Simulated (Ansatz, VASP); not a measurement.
HfAg2Sn2 in VASP and in Ansatz

```
Hf Sn Ag
1.0
     0.00000    3.76515    0.00000
     3.76515    0.00000    0.00000
     1.88257    1.88257   -8.04822
Hf Sn Ag
1 2 2
Direct
  0.00000 0.00000 0.00000
  0.39685 0.39685 0.20630
  0.60315 0.60315 0.79370
  0.75000 0.25000 0.50000
  0.25000 0.75000 0.50000
```

Alike in both runs: functional PBE; k mesh 4 × 4 × 4; occupations fermi-dirac, width 0.1017 eV; no spin polarisation.

Ansatz relaxed the structure, and its values are those at the end. VASP's run is a single point on that final structure, the one shown.

|  | VASP | Ansatz |
| --- | --- | --- |
| version | VASP 6.6.1 | Ansatz 0.2.0 |
| potentials or method | VASP PAW PBE potentials, release 64 (Hf_pv, Sn_d, Ag), cutoff 520 eV | PAW plane waves |
| valence electrons in the cell | 60 | 92 |

Ansatz gave:

| Property | Result |
| --- | --- |
| gap on the k mesh at the Fermi level (eV) | none |
| pressure (GPa) | 0.0 |
| rms of the force components (eV/Å) | 0.000 |

Which values does VASP return?

gap on the k mesh at the Fermi level (eV): none; pressure (GPa): -0.2; rms of the force components (eV/Å): 0.008.

A gap of «none» marks a metal or a gap that the smearing closes. With one functional, cell and mesh, what is left measures potentials, basis and numerics. VASP's potentials hold 60 valence electrons a cell and Ansatz's 92, so a difference there can come from the potentials and not from the codes.

The k mesh is coarse, so the values compare programs but aren't converged. Spin-orbit coupling is off throughout.
